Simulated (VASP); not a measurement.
# SiGe3 (P1) in VASP: further runs, part 2 of 2

VASP 6.6.1. The steps go on from the part before.

## (3) Relaxation of volume and atoms at fixed shape, PBEsol

This run uses another cell than the first one, of 22.13 Å³/atom.

INCAR reads:

```
PREC = Accurate
ENCUT = 550
EDIFF = 1E-7
ISMEAR = -1
SIGMA = 0.05
LREAL = Auto
LASPH = True
NELM = 120
ALGO = Normal
ISIF = 8
LWAVE = False
LCHARG = False
GGA = PS
IBRION = 2
NSW = 100
EDIFFG = -0.03
ISYM = -1
GGA_COMPAT = False
NELMIN = 4
KPAR = 1
```

KPOINTS reads:

```
explicit points
1
Reciprocal
  0.25000000   0.25000000   0.25000000 1
```

POSCAR reads:

```
SiGe3
1.0
   11.2297830000      0.0000000000      0.0000000000
    0.0000000000     11.2297830000      0.0000000000
    0.0000000000      0.0000000000     11.2297830000
Si Ge
16 48
Direct
    0.9941630000      0.0008930000      0.9982470000
    0.4996650000      0.0006970000      0.0017860000
    0.4991450000      0.4990440000      0.0010140000
    0.6208550000      0.6250220000      0.1273470000
    0.2510170000      0.2511480000      0.5026320000
    0.2485570000      0.7508190000      0.9994560000
    0.2466720000      0.7497550000      0.4987830000
    0.7494940000      0.2479520000      0.0023490000
    0.8779540000      0.3738030000      0.1252730000
    0.2503140000      0.9984140000      0.2502050000
    0.2504820000      0.9974720000      0.7504770000
    0.7468210000      0.4981660000      0.2511400000
    0.7501700000      0.4982430000      0.7517250000
    0.3751440000      0.6250940000      0.3732390000
    0.3736320000      0.6244700000      0.8735460000
    0.0004310000      0.2511370000      0.2503850000
    0.9977260000      0.0005960000      0.4997010000
    0.9992810000      0.4974100000      0.9993160000
    0.0017910000      0.5022210000      0.5033140000
    0.5004710000      0.0017930000      0.4974060000
    0.4988890000      0.5010480000      0.4991370000
    0.1245230000      0.1248170000      0.1234170000
    0.1231390000      0.1236420000      0.6251320000
    0.1260850000      0.6248560000      0.1254050000
    0.1223310000      0.6229510000      0.6248550000
    0.6226780000      0.1263770000      0.1282340000
    0.6263690000      0.1256990000      0.6226200000
    0.6249790000      0.6262280000      0.6251370000
    0.2530510000      0.2509650000      0.9988310000
    0.7526580000      0.2500370000      0.4998450000
    0.7528630000      0.7507940000      0.9996960000
    0.7493640000      0.7516130000      0.5009790000
    0.3781760000      0.3751250000      0.1244660000
    0.3757430000      0.3753940000      0.6247740000
    0.3746170000      0.8739560000      0.1268850000
    0.3769760000      0.8729380000      0.6256300000
    0.8752380000      0.3731040000      0.6224590000
    0.8802190000      0.8765830000      0.1263190000
    0.8780850000      0.8752400000      0.6246820000
    0.2510280000      0.4997490000      0.2474670000
    0.2507950000      0.5013850000      0.7519270000
    0.7506180000      0.9990320000      0.2498590000
    0.7532670000      0.0021160000      0.7511810000
    0.3742710000      0.1222090000      0.3724280000
    0.3740670000      0.1267820000      0.8728190000
    0.8733500000      0.1243630000      0.3746180000
    0.8735940000      0.1248790000      0.8743800000
    0.8729740000      0.6226910000      0.3731850000
    0.8760990000      0.6254950000      0.8745000000
    0.9990990000      0.2463120000      0.7500560000
    0.9987420000      0.7486470000      0.2516540000
    0.0029140000      0.7501700000      0.7524800000
    0.4968970000      0.2523430000      0.2476520000
    0.4982180000      0.2494560000      0.7451650000
    0.4992420000      0.7473770000      0.2505370000
    0.4965060000      0.7499960000      0.7494120000
    0.1262310000      0.3749570000      0.3769810000
    0.1235960000      0.3765750000      0.8748940000
    0.1219360000      0.8742510000      0.3752520000
    0.1258460000      0.8751580000      0.8779370000
    0.6256040000      0.3782040000      0.3748630000
    0.6221130000      0.3766480000      0.8771840000
    0.6238910000      0.8745230000      0.3761720000
    0.6227160000      0.8740870000      0.8747580000
```

Potentials or basis: VASP PAW PBE potentials, release 64 (Si, Ge_d).

Launch:

```
> cat potpaw_PBE.64/Si/POTCAR potpaw_PBE.64/Ge_d/POTCAR > POTCAR
> mpirun -np 4 vasp_std > vasp.out
```

OUTCAR:

```text
PREC = Accurate
   ENCUT = 550
   EDIFF = 1E-7
   ISMEAR = -1
   LREAL = Auto
   LASPH = True
   NELM = 120
   ISIF = 8
   GGA = PS
   IBRION = 2
   NSW = 100
   EDIFFG = -0.03
   ISYM = -1
   NELMIN = 4

 ion  position               nearest neighbor table
   1  0.994  0.001  0.998-  38 2.38  47 2.39  60 2.45  22 2.46
   2  0.500  0.001  0.002-  26 2.43  64 2.44  35 2.44  45 2.47
   3  0.499  0.499  0.001-  33 2.39  62 2.39   4 2.43  15 2.45
   4  0.621  0.625  0.127-  55 2.38   3 2.43  12 2.44  31 2.50
   5  0.251  0.251  0.503-  34 2.41  57 2.43  23 2.45  44 2.48
   6  0.249  0.751  0.999-  60 2.39  24 2.43  35 2.44  15 2.45
[... 56 lines left out ...]
  63  0.624  0.875  0.376-  20 2.41  32 2.42  55 2.45  42 2.45
  64  0.623  0.874  0.875-  56 2.44   2 2.44  31 2.45  43 2.48

IMPORTANT INFORMATION: All symmetrisations will be switched off!
NOSYMM: (Re-)initialisation of all symmetry stuff for point group C_1.

----------------------------------------------------------------------------------------

                                     Primitive cell

  volume of cell :    1416.1658

  direct lattice vectors                    reciprocal lattice vectors
    11.229783000  0.000000000  0.000000000     0.089048916  0.000000000  0.000000000
     0.000000000 11.229783000  0.000000000     0.000000000  0.089048916  0.000000000
     0.000000000  0.000000000 11.229783000     0.000000000  0.000000000  0.089048916

  length of vectors
    11.229783000 11.229783000 11.229783000     0.089048916  0.089048916  0.089048916

  position of ions in fractional coordinates (direct lattice)
     0.994163000  0.000893000  0.998247000
     0.499665000  0.000697000  0.001786000
     0.499145000  0.499044000  0.001014000
     0.620855000  0.625022000  0.127347000
     0.251017000  0.251148000  0.502632000
     0.248557000  0.750819000  0.999456000
[... 56 lines left out ...]
     0.623891000  0.874523000  0.376172000
     0.622716000  0.874087000  0.874758000

  ion indices of the primitive-cell ions
   primitive index   ion index
                 1           1
[... 147 lines left out ...]
  Direction    XX          YY          ZZ          XY          YZ          ZX
  --------------------------------------------------------------------------------------
  -------------------------------------------------------------------------------------
  Total       -2.6043188     -2.3076864     -2.3696231     -8.8926217     -9.1015983     -8.7405564
  in kB       -2.9463928     -2.6107981     -2.6808701    -10.0606562    -10.2970816     -9.8886173
  external PRESSURE =      -2.7460203 kB  Pullay stress =       0.0000000 kB
[... 275 lines left out ...]
  FREE ENERGIE OF THE ION-ELECTRON SYSTEM (eV)
  ---------------------------------------------------
  free  energy   TOTEN  =      -328.0668439388 eV

  energy  without entropy=     -328.0663666727  energy(sigma->0) =     -328.06660531

 E-fermi :   5.2069     XC(G=0): -10.0059

 val. band max:        4.7716890966   @ k =   0.2500   0.2500   0.2500
 cond. band min:       5.6209714454   @ k =   0.2500   0.2500   0.2500
 fundamental gap:      0.8492823489
 Fermi energy:         5.2068596099

 k-point     1 :       0.2500    0.2500    0.2500
  band No.  band energies     occupation
      1     -19.6110      2.00000
      2     -19.6053      2.00000
      3     -19.6015      2.00000
      4     -19.5994      2.00000
      5     -19.5965      2.00000
      6     -19.5959      2.00000
[... 372 lines left out ...]
    379       6.6251      0.00000
    380       6.6536      0.00000
 [bands above 380 left out]

[... ionic steps 4 to 10 ...]

--------------------------------------- Ionic step       11  -------------------------------------------

 number of electron     735.9999993 magnetization

------------------------ aborting loop because EDIFF is reached ----------------------------------------
[... 191 lines left out ...]
--------------------------------------- Ionic step       13  -------------------------------------------

 number of electron     735.9999995 magnetization

 Free energy of the ion-electron system (eV)
  ---------------------------------------------------
  ext. energy  EPLUGINS =         0.00000000
  ---------------------------------------------------
  free energy    TOTEN  =      -328.21897571 eV

  energy without entropy =     -328.21841810  energy(sigma->0) =     -328.21869690

 E-fermi :   5.1851     XC(G=0):  -9.9966

 val. band max:        4.7545717567   @ k =   0.2500   0.2500   0.2500
 cond. band min:       5.5947415580   @ k =   0.2500   0.2500   0.2500
 fundamental gap:      0.8401698013
 Fermi energy:         5.1850997436

 k-point     1 :       0.2500    0.2500    0.2500
  band No.  band energies     occupation
      1     -19.6192      2.00000
      2     -19.6166      2.00000
      3     -19.6132      2.00000
      4     -19.6118      2.00000
      5     -19.6100      2.00000
      6     -19.6092      2.00000
[... 372 lines left out ...]
    379       6.6058      0.00000
    380       6.6307      0.00000
 [bands above 380 left out]

------------------------ aborting loop because EDIFF is reached ----------------------------------------

  FORCE on cell =-STRESS in cart. coord.  units (eV):
  Direction    XX          YY          ZZ          XY          YZ          ZX
  --------------------------------------------------------------------------------------
  -------------------------------------------------------------------------------------
  Total        0.0159589     -0.0013130      0.1511190     -9.3899630     -9.4716706     -9.4395075
  in kB        0.0181568     -0.0014939      0.1719323    -10.6832210    -10.7761820    -10.7395891
  external PRESSURE =       0.0628651 kB  Pullay stress =       0.0000000 kB
[... 79 lines left out ...]
  FREE ENERGIE OF THE ION-ELECTRON SYSTEM (eV)
  ---------------------------------------------------
  free  energy   TOTEN  =      -328.2189757055 eV

  energy  without entropy=     -328.2184180957  energy(sigma->0) =     -328.21869690

 reached required accuracy - stopping structural energy minimisation
```

Run time: 44 min. Hardware: 4 MPI ranks of Intel Xeon 6975P-C (Granite Rapids), shared host; peak memory 0.65 GiB.

What came out:

| Property | Result |
| --- | --- |
| Free energy | -328.2190 eV |
| Relaxed volume | 22.00 Å³/atom |
| Relaxed cell | a = 11.209 Å, b = 11.209 Å, c = 11.209 Å, α = 90.00°, β = 90.00°, γ = 90.00° |
| Space group after relaxing (to 0.1 Å) | P1 (No. 1) |
| Energy gained by relaxing | 13.5 meV/atom |
| Ionic steps | 13 |
| Pressure after relaxing | 0.0 GPa |
| Largest force after relaxing | 0.025 eV/Å |
| Band gap on the k mesh | 0.84 eV |

Forces on the atoms (eV/Å):
```
Si  -0.001 -0.022  0.001
Si   0.008  0.003  0.003
Si   0.008 -0.019  0.000
Si  -0.007 -0.004  0.008
Si  -0.001  0.002 -0.005
Si  -0.008 -0.002 -0.013
Si   0.003 -0.008 -0.001
Si   0.001 -0.004 -0.008
Si   0.016  0.006  0.006
Si   0.006  0.006  0.012
Si   0.002  0.007  0.003
Si   0.007  0.004  0.008
Si  -0.002  0.003 -0.001
Si   0.010 -0.001  0.003
Si   0.003 -0.009 -0.002
Si  -0.010  0.001 -0.004
Ge   0.004 -0.010  0.007
Ge  -0.005  0.000  0.005
Ge  -0.001 -0.002  0.003
Ge  -0.002 -0.004  0.003
Ge  -0.004 -0.013 -0.002
Ge  -0.017  0.010  0.008
Ge  -0.014  0.014  0.000
Ge  -0.004  0.013  0.003
Ge   0.000  0.000  0.001
Ge  -0.012 -0.011 -0.004
Ge  -0.009  0.000  0.015
Ge  -0.005  0.001 -0.010
Ge  -0.009 -0.004  0.006
Ge  -0.005  0.004  0.011
Ge   0.005  0.002 -0.007
Ge   0.005  0.006 -0.009
Ge  -0.002  0.002  0.008
Ge  -0.005 -0.012  0.006
Ge   0.004  0.001 -0.010
Ge  -0.002  0.006  0.001
Ge   0.001 -0.013  0.003
Ge   0.001  0.001  0.004
Ge  -0.017  0.001 -0.006
Ge   0.004  0.012  0.018
Ge   0.005  0.009 -0.006
Ge   0.001  0.004  0.000
Ge   0.010  0.001 -0.008
Ge   0.019  0.001  0.005
Ge   0.005  0.004  0.002
Ge   0.002 -0.003  0.006
Ge   0.019 -0.010 -0.013
Ge   0.005  0.012 -0.006
Ge   0.011  0.000 -0.007
Ge   0.001  0.019 -0.011
Ge   0.000  0.012 -0.006
Ge  -0.006  0.004 -0.024
Ge   0.001 -0.018 -0.005
Ge  -0.013 -0.002  0.000
Ge  -0.005 -0.004  0.010
Ge   0.001 -0.004 -0.002
Ge  -0.012 -0.009 -0.010
Ge   0.007  0.003  0.004
Ge   0.000 -0.003  0.004
Ge  -0.010 -0.016 -0.004
Ge   0.005 -0.007  0.005
Ge  -0.007  0.014 -0.002
Ge   0.005  0.012  0.008
Ge   0.009  0.013 -0.008
```

The path:
```
step  energy change (eV)  largest force (eV/Å)  pressure (GPa)  volume (Å³)
   1              0.0000                1.0744           -0.27      1416.17
   2             -0.6720                0.3347            0.01      1408.41
   3             -0.7100                0.4544            0.13      1406.04
   4             -0.8098                0.1805           -0.04      1408.95
   5             -0.8285                0.1906           -0.13      1410.83
   6             -0.8498                0.0912            0.07      1406.96
   7             -0.8514                0.0794            0.16      1405.36
   8             -0.8575                0.0570           -0.07      1409.46
   9             -0.8575                0.0572           -0.06      1409.43
  10             -0.8601                0.0312           -0.01      1408.34
  11             -0.8603                0.0477            0.04      1407.54
  12             -0.8604                0.0382            0.03      1407.78
  13             -0.8621                0.0251            0.01      1408.23
```

Final structure:
```
Si Ge
1.0
    11.20876    0.00000    0.00000
     0.00000   11.20876    0.00000
     0.00000    0.00000   11.20876
Si Ge
16 48
Direct
  0.00069 0.00048 0.00031
  0.49829 0.99977 0.00031
  0.50068 0.50424 0.99996
  0.62426 0.62098 0.12519
  0.24865 0.24868 0.49956
  0.25160 0.74918 0.99878
  0.25157 0.74900 0.49723
  0.75101 0.25261 0.00301
  0.87292 0.37320 0.12719
  0.24864 0.99908 0.24851
  0.24983 0.99849 0.74986
  0.74853 0.49800 0.24432
  0.74891 0.49868 0.75122
  0.37378 0.62755 0.37635
  0.37574 0.62596 0.88003
  0.99824 0.25165 0.24737
  0.00203 0.00088 0.49902
  0.99689 0.49713 0.00264
  0.99975 0.49940 0.49983
  0.49707 0.99952 0.49969
  0.49776 0.50273 0.49795
  0.12260 0.12389 0.12687
  0.12885 0.12467 0.62628
  0.12711 0.62581 0.12295
  0.12810 0.62729 0.62316
  0.62399 0.12536 0.12102
  0.62527 0.12536 0.62389
  0.62507 0.62271 0.62878
  0.25044 0.24874 0.00048
  0.75049 0.25206 0.49831
  0.74679 0.74739 0.00242
  0.74947 0.74831 0.50058
  0.37752 0.37839 0.12258
  0.37307 0.37368 0.62268
  0.37348 0.87571 0.12367
  0.37075 0.87271 0.62526
  0.87347 0.37659 0.62785
  0.87694 0.87583 0.12265
  0.87604 0.87534 0.62552
  0.25221 0.50151 0.25200
  0.25277 0.50256 0.75283
  0.74989 0.00033 0.24835
  0.74940 0.00024 0.75218
  0.37005 0.12483 0.37325
  0.37497 0.12085 0.87409
  0.87716 0.12775 0.37233
  0.87483 0.12619 0.88047
  0.87189 0.62143 0.37088
  0.87219 0.62255 0.87422
  0.99997 0.24891 0.75101
  0.00078 0.74978 0.24928
  0.00155 0.75028 0.75175
  0.49924 0.25040 0.24885
  0.50082 0.25062 0.75097
  0.49891 0.74576 0.24858
  0.49677 0.74801 0.75318
  0.12443 0.37113 0.37424
  0.12475 0.37513 0.87581
  0.12908 0.87440 0.37459
  0.12780 0.87740 0.87795
  0.62546 0.37832 0.37187
  0.62672 0.37795 0.87881
  0.62375 0.87387 0.37416
  0.62169 0.87567 0.87826
```

Caveat: the PAW data sets were made with another functional, which shifts forces and pressure a little; a shifted mesh leaves out Γ, where band edges can lie. A k mesh can miss the band edges.
